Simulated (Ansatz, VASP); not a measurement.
Al in VASP and in Ansatz

```
Al
1.0
     0.00000    2.01995    2.01995
     2.01995    0.00000    2.01995
     2.01995    2.01995    0.00000
Al
1
Cartesian
  0.0000 0.0000 0.0000
```

Alike in both runs: functional PBE; k mesh 24 × 24 × 24; occupations gaussian, width 0.1 eV; no spin polarisation.

Ansatz relaxed the structure, and its values are those at the end. VASP's run is a single point on that final structure, the one shown.

|  | VASP | Ansatz |
| --- | --- | --- |
| version | VASP 6.6.1 | Ansatz 0.2.0 |
| potentials or method | VASP PAW PBE potentials, release 64 (Al) | scalar-relativistic, plane waves, PAW |
| plane-wave cutoff (eV) | 520 | 420 |
| valence electrons in the cell | 3 | 3 |

|  | VASP | Ansatz | Ansatz less VASP |
| --- | --- | --- | --- |
| gap on the k mesh at the Fermi level (eV) | none | none | - |
| pressure (GPa) | 0.0 | 0.0 | +0.04 |

A gap of «none» marks a metal or a gap that the smearing closes.
